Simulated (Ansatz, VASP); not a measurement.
CaSe in VASP and in Ansatz

Contents of POSCAR:

```
CaSe
1.0
    0.0000000000      2.9969185555      2.9969185555
    2.9969185555      0.0000000000      2.9969185555
    2.9969185555      2.9969185555      0.0000000000
Ca Se
1 1
Direct
    0.0000000000      0.0000000000      0.0000000000
    0.5000000000      0.5000000000      0.5000000000
```

The input INCAR.step1:

```
PREC = Accurate
ENCUT = 520
ISMEAR = 0
SIGMA = 0.01
LREAL = False
LASPH = True
NELM = 100
NBANDS = 15
GGA = PE
ALGO = Normal
EDIFF = 1E-4
LWAVE = True
LCHARG = False
```

INCAR.step2

```
PREC = Accurate
ENCUT = 520
EDIFF = 1E-7
ISMEAR = 0
SIGMA = 0.01
LREAL = False
LASPH = True
NELM = 100
ALGO = Normal
ISIF = 2
LWAVE = False
LCHARG = False
METAGGA = R2SCAN
LMIXTAU = True
NBANDS = 15
ISTART = 1
```

KPOINTS

```
Automatic mesh
0
Gamma
  6 6 6
```

Input for Ansatz:

```yaml
crystal:
  lattice:
    - [0.0, 2.9969185555, 2.9969185555]
    - [2.9969185555, 0.0, 2.9969185555]
    - [2.9969185555, 2.9969185555, 0.0]
  atoms:
    - { symbol: Ca, position: [0.0, 0.0, 0.0] }
    - { symbol: Se, position: [0.5, 0.5, 0.5] }
kpoints:
  mp_grid: { grid: [6, 6, 6] }
hamiltonian:
  xc: r2scan
scf:
  occupations: { method: fixed }
  n_extra_bands: 4
output:
  forces: true
  stress: true
  eigenvalues: true
```

Alike in both runs: task single point; functional r2SCAN; k mesh 6 × 6 × 6; no spin polarisation.

|  | VASP | Ansatz |
| --- | --- | --- |
| version | VASP 6.6.1 | Ansatz 0.2.0 |
| potentials or method | VASP PAW PBE potentials, release 64 (Ca_sv, Se) | plane waves, PAW |
| plane-wave cutoff (eV) | 520 | 500 |
| occupations | gaussian, width 0.01 eV | fixed |
| valence electrons in the cell | 16 | 26 |

Ansatz gave:

* gap on the k mesh at the Fermi level (eV): 2.58
* pressure (GPa): -1.5

Problem. Which values does VASP return?

Solution. gap on the k mesh at the Fermi level (eV): 2.58; pressure (GPa): -1.2.

VASP's potentials were made for PBE, not for r2SCAN. VASP's potentials hold 16 valence electrons a cell and Ansatz's 26, so a difference there can come from the potentials and not from the codes.
